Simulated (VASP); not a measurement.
A run of VASP 6.6.1 is set up as follows.

The input INCAR:

```
SYSTEM = VI
ALGO     = Fast           ! electronic algorithm
EDIFF    = 1E-6           ! SCF threshold, eV
EDIFFG   = -0.04          ! ionic threshold
ENCUT    = 600            ! plane-wave cutoff, eV
GGA      = PE             ! functional
IBRION   = 2              ! ionic algorithm
ISIF     = 3              ! what is computed and relaxed
ISMEAR   = 0              ! smearing method
ISPIN    = 2              ! spin polarisation
LASPH    = .TRUE.         ! aspherical terms in the spheres
LCHARG   = .FALSE.        ! write CHGCAR
LMAXMIX  = 4              ! l up to which the mixer works
LORBIT   = 11             ! projections on sites
LREAL    = .FALSE.        ! projectors in reciprocal space
LWAVE    = .FALSE.        ! write WAVECAR
MAGMOM   = 3.79 0         ! initial moments
NELM     = 150            ! most SCF steps
NSW      = 90             ! ionic steps
PREC     = Accurate       ! precision mode
SIGMA    = 0.1            ! smearing width, eV
```

The input KPOINTS:

```
k-points
0
G
  4 4 4
  0 0 0
```

The input POSCAR:

```
VI
1.0
    3.8459713320      0.0000000000      0.0000000000
    0.0000000000      3.8459713320      0.0000000000
    0.0000000000      0.0000000000      3.8459713320
V I
1 1
Direct
    0.0000000000      0.0000000000      0.0000000000
    0.5000000000      0.5000000000      0.5000000000
```

Potentials or basis: VASP PAW PBE potentials, release 64 (V_sv, I).

Launch:

```console
$ cat potpaw_PBE.64/V_sv/POTCAR potpaw_PBE.64/I/POTCAR > POTCAR
$ mpirun -np 1 vasp_std > vasp.out
```

**Question.** Estimate the site moments.

**Answer.** V +3.01; I -0.06 μB.

**Question.** Predict the relaxed cell.

**Answer.** a = 3.647 Å, b = 3.647 Å, c = 3.647 Å, α = 90.00°, β = 90.00°, γ = 90.00°.

**Question.** What does it give for the space group after relaxing (to 0.1 Å)?

**Answer.** Pm-3m (No. 221).

**Question.** Predict the net moment.

**Answer.** 3.69 μB per cell.

Step by step:
```csv
step,energy change (eV),largest force (eV/Å),pressure (GPa),volume (Å³)
1,0.0000,0.0000,-4.57,56.89
2,-0.1195,0.0000,-1.28,50.47
3,-0.1294,0.0000,-0.16,48.51
```

Caveat: the k points lie up to 0.43 Å⁻¹ apart in the final cell.
